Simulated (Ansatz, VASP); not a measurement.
**Two plane-wave programs on Sn3GeO4**

INCAR

```
SYSTEM = Sn3GeO4
PREC = Accurate
ENCUT = 520
EDIFF = 1E-6
ISMEAR = 0
SIGMA = 0.1
LREAL = .False.
LASPH = .True.
NELM = 80
ALGO = Normal
ISIF = 2
LWAVE = .False.
LCHARG = .True.
GGA = PE
LELF = .True.
LVHAR = .True.
NBANDS = 50
```

KPOINTS

```
Automatic mesh
0
Gamma
  4 4 4
  0 0 0
```

File POSCAR:

```
Sn3GeO4
1.0
    5.3823926000      0.0000000000      0.0000000000
    0.0000000000      5.3823926000      0.0000000000
   -2.6911963000     -2.6911963000      4.9794546000
Sn Ge O
3 1 4
Direct
    0.6285410000      0.6285410000      0.2570820000
    0.8662290000      0.3662290000      0.7324580000
    0.3662290000      0.8662290000      0.7324580000
    0.1496460000      0.1496460000      0.2992920000
    0.0021180000      0.0021180000      0.4946760000
    0.4925580000      0.4925580000      0.4946760000
    0.4925580000      0.0021180000      0.4946760000
    0.0021180000      0.4925580000      0.4946760000
```

Input for Ansatz:

```yaml
crystal:
  lattice:
    - [5.3823926, 0.0, 0.0]
    - [0.0, 5.3823926, 0.0]
    - [-2.6911963, -2.6911963, 4.9794546]
  atoms:
    - { symbol: Sn, position: [0.628541, 0.628541, 0.257082] }
    - { symbol: Sn, position: [0.866229, 0.366229, 0.732458] }
    - { symbol: Sn, position: [0.366229, 0.866229, 0.732458] }
    - { symbol: Ge, position: [0.149646, 0.149646, 0.299292] }
    - { symbol: O, position: [0.002118, 0.002118, 0.494676] }
    - { symbol: O, position: [0.492558, 0.492558, 0.494676] }
    - { symbol: O, position: [0.492558, 0.002118, 0.494676] }
    - { symbol: O, position: [0.002118, 0.492558, 0.494676] }
basis:
  ecutwfc: 420
kpoints:
  mp_grid: { grid: [4, 4, 4] }
hamiltonian:
  xc: pbe
scf:
  occupations: { method: gaussian, width: 0.1 }
  lower_state_search: "off"
output:
  forces: true
  stress: true
  eigenvalues: true
```

Alike in both runs: task single point; functional PBE; k mesh 4 × 4 × 4; occupations gaussian, width 0.1 eV; no spin polarisation.

```csv
,VASP,Ansatz
version,VASP 6.6.1,Ansatz 0.2.0
potentials or method,"VASP PAW PBE potentials, release 64 (Sn_d, Ge_d, O), cutoff 520 eV","scalar-relativistic, plane waves, PAW"
valence electrons in the cell,80,80
```

VASP gave:

| Quantity | Value |
| --- | --- |
| gap on the k mesh at the Fermi level (eV) | 0.78 |
| least direct gap on the mesh (eV) | 2.08 |
| pressure (GPa) | 0.2 |
| rms of the force components (eV/Å) | 0.030 |

Q: Which values does Ansatz return?

A: gap on the k mesh at the Fermi level (eV): 0.77; least direct gap on the mesh (eV): 2.07; pressure (GPa): 0.0; rms of the force components (eV/Å): 0.002.

Atom by atom the forces differ by 0.031 eV/Å (rms over components). With one functional, cell and mesh, what is left measures potentials, basis and numerics.
